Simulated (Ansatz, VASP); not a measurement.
## TiO: VASP beside Ansatz

INCAR

```
  PREC = Accurate
  ENCUT = 520
  EDIFF = 1E-7
  ISMEAR = 0
  SIGMA = 0.15
  LREAL = False
  LASPH = True
  NELM = 60
  ALGO = Normal
  ISIF = 2
  LWAVE = False
  LCHARG = False
  GGA = PS
  NBANDS = 16
```

Contents of KPOINTS:

```
regular mesh
0
Gamma
  18 18 16
```

File POSCAR:

```
TiO
1.0
    2.8351000000      0.0000000000      0.0000000000
   -1.4175500000      2.4552686223      0.0000000000
    0.0000000000      0.0000000000      2.5703000000
Ti O
1 1
Direct
    0.6666666667      0.3333333333      0.0000000000
    0.0000000000      0.0000000000      0.5000000000
```

Input for Ansatz:

```yaml
crystal:
  lattice:
    - [2.8351, 0.0, 0.0]
    - [-1.41755, 2.4552686223, 0.0]
    - [0.0, 0.0, 2.5703]
  atoms:
    - { symbol: Ti, position: [0.6666666667, 0.3333333333, 0.0] }
    - { symbol: O, position: [0.0, 0.0, 0.5] }
basis:
  ecutwfc: 520.0
kpoints:
  mp_grid: { grid: [18, 18, 16] }
hamiltonian:
  xc: pbesol
  pseudopotentials: { kind: paw, azcp: { folder: soft_1 } }
scf:
  occupations: { method: gaussian, width: 0.15 }
output:
  forces: true
  stress: true
  eigenvalues: true
```

Alike in both runs: task single point; functional PBEsol; k mesh 18 × 18 × 16; occupations gaussian, width 0.15 eV; no spin polarisation.

|  | VASP | Ansatz |
| --- | --- | --- |
| version | VASP 6.6.1 | Ansatz 0.2.0 |
| potentials or method | VASP PAW PBE potentials, release 64 (Ti_sv, O), cutoff 520 eV | scalar-relativistic, plane waves, PAW |
| valence electrons in the cell | 18 | 18 |

|  | VASP | Ansatz | Ansatz less VASP |
| --- | --- | --- | --- |
| gap on the k mesh at the Fermi level (eV) | none | none | - |
| pressure (GPa) | 19.5 | 18.6 | -0.98 |
| traceless stress, the component that is largest in VASP (GPa) | 33.77 | 33.63 | -0.137 |

VASP's potentials were made for PBE, not for PBEsol, and Ansatz warns of the same on its side. A gap of «none» marks a metal or a gap that the smearing closes. With one functional, cell and mesh, what is left measures potentials, basis and numerics.
